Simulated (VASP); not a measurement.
Set up this calculation in VASP 6.6.1, as the native input.

```
Task                   : single point
Functional             : PBE
Dispersion             : D3(BJ)
Potentials or basis    : VASP PAW PBE potentials, release 64 (Sn_d, Se)
Cutoff                 : 520 eV
k mesh                 : 10 × 10 × 10
Occupations            : gaussian, width 0.05 eV
Spin                   : no spin polarisation
Dipole correction      : no
Further INCAR settings : ALGO = Normal; EDIFF = 1e-07; NBANDS = 17
```

The structure of SnSe lies in POSCAR:

```
SnSe
1.0
    0.0000000000      3.0336003723      2.9439373071
    3.0336003723      0.0000000000      2.9439373071
    3.0336003723      3.0336003723      0.0000000000
Sn Se
1 1
Direct
    0.0000000000      0.0000000000      0.0000000000
    0.5000000000      0.5000000000      0.5000000000
```

This cell differs from its parent crystal: strain +0.015 along x and y, -0.015 along z.

The input as run:

INCAR

```
SYSTEM = SnSe
PREC     = Accurate       ! precision mode
ENCUT    = 520            ! plane-wave cutoff, eV
EDIFF    = 1E-7           ! SCF threshold, eV
ISMEAR   = 0              ! smearing method
SIGMA    = 0.05           ! smearing width, eV
LREAL    = .FALSE.        ! projectors in reciprocal space
LASPH    = .TRUE.         ! aspherical terms in the spheres
NELM     = 80             ! most SCF steps
ALGO     = Normal         ! electronic algorithm
ISIF     = 2              ! what is computed and relaxed
LWAVE    = .FALSE.        ! write WAVECAR
LCHARG   = .FALSE.        ! write CHGCAR
GGA      = PE             ! functional
IVDW     = 12             ! dispersion correction
NBANDS   = 17             ! bands
```

KPOINTS

```
regular mesh
0
G
  10 10 10
  0 0 0
```

Potentials or basis: VASP PAW PBE potentials, release 64 (Sn_d, Se).

Run with:

```sh
$ cat potpaw_PBE.64/Sn_d/POTCAR potpaw_PBE.64/Se/POTCAR > POTCAR
$ mpirun -np 1 vasp_std > vasp.out
```

Results of the run:

```json
{
  "Pressure": "-0.6 GPa",
  "Band gap on the k mesh": "0.50 eV (least direct gap 0.58 eV)",
  "Dispersion energy per atom": "-0.356 eV"
}
```

Caveat: the cell differs from its parent crystal (strain +0.015 along x and y, -0.015 along z); semilocal functionals underestimate gaps, and a narrow one can read as zero; spin-orbit coupling is left out, which moves the levels of the heavy elements.

Run time: 24 s on 1 thread of Intel(R) Xeon(R) 6975P-C (Granite Rapids), on a shared host, peak memory 0.24 GiB.
